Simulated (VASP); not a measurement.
ScInSbP3: single point with PBE

The system is ScInSbP3.

```
Sc In Sb P
1.0
     5.31587    0.00000    0.00000
    -2.65793    4.60368    0.00000
     0.00000    0.00000    5.83171
Sc In Sb P
1 1 1 3
Direct
  0.66667 0.33333 0.00000
  0.33333 0.66667 0.50000
  0.00000 0.00000 0.50000
  0.14824 0.85176 0.00000
  0.14824 0.29648 0.00000
  0.70352 0.85176 0.00000
```

```yaml
Program: VASP 6.6.1
Task: single point
Functional: PBE
Potentials_or_basis: VASP PAW PBE potentials, release 64 (Sc_sv, In_d, Sb, P)
Cutoff: 520 eV
k_mesh: 12 × 12 × 8
Occupations: gaussian, width 0.1 eV
Spin: no spin polarisation
Dipole_correction: no
Further_INCAR_settings: ALGO = Normal; EDIFF = 1e-06; NBANDS = 31
```

* Pressure: -0.1 GPa
* Largest force: 0.068 eV/Å
* Band gap on the k mesh: zero (band 22 reaches 6.62 eV, above the bottom of band 23 at 5.56 eV)

Forces in eV/Å, atoms in the order of the input:
```
Sc   0.000  0.000  0.000
In   0.000  0.000  0.000
Sb   0.000  0.000  0.000
P   -0.058  0.034  0.000
P    0.000 -0.068  0.000
P    0.058  0.034  0.000
```

Levels at points of the mesh, in eV from the Fermi level:
```tsv
k point	band 18	band 19	band 20	band 21	band 22	band 23	band 24	band 25	band 26	band 27
(0.00, 0.00, 0.00)	-2.37	-1.37	-1.37	-0.66	-0.66	0.66	0.66	0.91	1.08	1.69
(0.50, 0.00, 0.00)	-3.03	-2.39	-2.02	-1.38	-0.87	-0.51	-0.01	1.65	1.96	1.96
(0.00, 0.00, 0.50)	-2.72	-2.72	-2.48	-1.45	0.09	0.09	1.56	1.56	1.61	1.99
(0.50, 0.00, 0.50)	-2.66	-2.35	-0.90	-0.86	-0.72	-0.12	-0.03	0.72	0.99	2.08
```

Wall time 7.5 min on 1 thread of Intel(R) Xeon(R) Platinum 8488C (Sapphire Rapids), on a shared host, peak memory 0.58 GiB.

Caveat: spin-orbit coupling is left out, which moves the levels of the heavy elements; this functional lacks dispersion, which binds the layers, so the pressure and a relaxed spacing across them are unreliable.
